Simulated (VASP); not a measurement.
Runs of VASP 6.6.1 on BeS. The structure is cubic, space group Pm-3m (No. 221). Conventional cell: a = 2.941 Å, b = 2.941 Å, c = 2.941 Å, α = 90.00°, β = 90.00°, γ = 90.00°. Within 3.4 Å of Be (site symmetry m-3m) lie 8 S at 2.55 Å and 6 Be at 2.94 Å. S (site symmetry m-3m) has 8 Be at 2.55 Å and 6 S at 2.94 Å within 3.4 Å. 

```tsv
level	spin	k mesh	cutoff (eV)	smearing	gap on the mesh (eV)	pressure (GPa)
PBE	off	2 × 2 × 2	600	fermi-dirac 0.02 eV	-	(a)
PBE	off	6 × 6 × 6	600	gaussian 0.2 eV	none	-2.0
r2SCAN	off	6 × 6 × 6	660	fermi-dirac 0.02 eV	none	-0.9
PBE	collinear, ferromagnetic start	6 × 6 × 6	600	fermi-dirac 0.02 eV	none	-2.3
```

Alike in all rows: task single point; potentials or basis VASP PAW PBE potentials, release 64 (Be, S); cell as given.

**Question.** Fill in the values left out.

**Answer.** (a) -4.5.

Caveats: some runs use coarse meshes; the PAW data sets were made with another functional, which shifts forces and pressure a little (some runs).

A gap of «none» marks levels without a gap at the run's occupations.
